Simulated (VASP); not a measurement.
ZnTe3O: single point with PBE

ZnTe3O:

```
Zn Te O
1.0
     4.84852    0.00000    0.00000
     0.00000    4.84852    0.00000
     0.00000    0.00000    6.16533
Zn Te O
1 3 1
Direct
  0.50000 0.50000 0.45376
  0.50000 0.50000 0.03686
  0.50000 0.00000 0.67909
  0.00000 0.50000 0.67909
  0.00000 0.00000 0.67920
```

The cell was generated, and may not be a known phase.

```
Program             : VASP 6.6.1
Task                : single point
Functional          : PBE
Potentials or basis : VASP PAW PBE potentials, release 64 (Zn, Te, O)
Cutoff              : 520 eV
k mesh              : 4 × 4 × 4
Occupations         : gaussian, width 0.1 eV
Spin                : no spin polarisation
```

The pressure is -0.1 GPa, the largest force is 0.023 eV/Å and the band gap on the k mesh is zero (bands 18 and 19 overlap by 1.66 eV).

Forces in eV/Å, atoms in the order of the input:
```
Zn   0.000  0.000 -0.001
Te   0.000  0.000 -0.023
Te   0.000  0.000  0.013
Te   0.000  0.000  0.013
O    0.000  0.000 -0.001
```

Stress tensor (GPa, compression positive):
```
-0.17  0.00  0.00
 0.00 -0.17  0.00
 0.00  0.00  0.17
```

Levels at points of the mesh, in eV from the Fermi level:
```tsv
k point	band 14	band 15	band 16	band 17	band 18	band 19	band 20	band 21	band 22	band 23
(0.00, 0.00, 0.00)	-2.60	-2.34	-0.81	-0.43	0.03	0.03	1.94	3.72	3.72	3.87
(0.50, 0.00, 0.00)	-3.46	-2.41	-1.80	-0.77	-0.02	0.07	0.11	2.98	4.34	4.36
(0.50, 0.50, 0.00)	-2.54	-2.44	-2.44	-1.69	-0.55	-0.55	1.30	1.52	4.65	5.18
(0.00, 0.00, 0.50)	-2.26	-2.26	-1.17	-0.94	-0.91	-0.91	2.57	3.59	3.78	3.78
(0.50, 0.00, 0.50)	-2.41	-2.19	-1.87	-0.88	-0.33	-0.18	0.94	2.82	3.03	4.71
(0.50, 0.50, 0.50)	-2.39	-2.39	-1.66	-0.87	0.75	0.75	1.30	1.52	1.57	4.53
```

Run time: 74 s on 1 thread of Intel Xeon 8259CL (shared host), peak memory 0.27 GiB.

Caveat: spin-orbit coupling is left out, which moves the levels of the heavy elements.
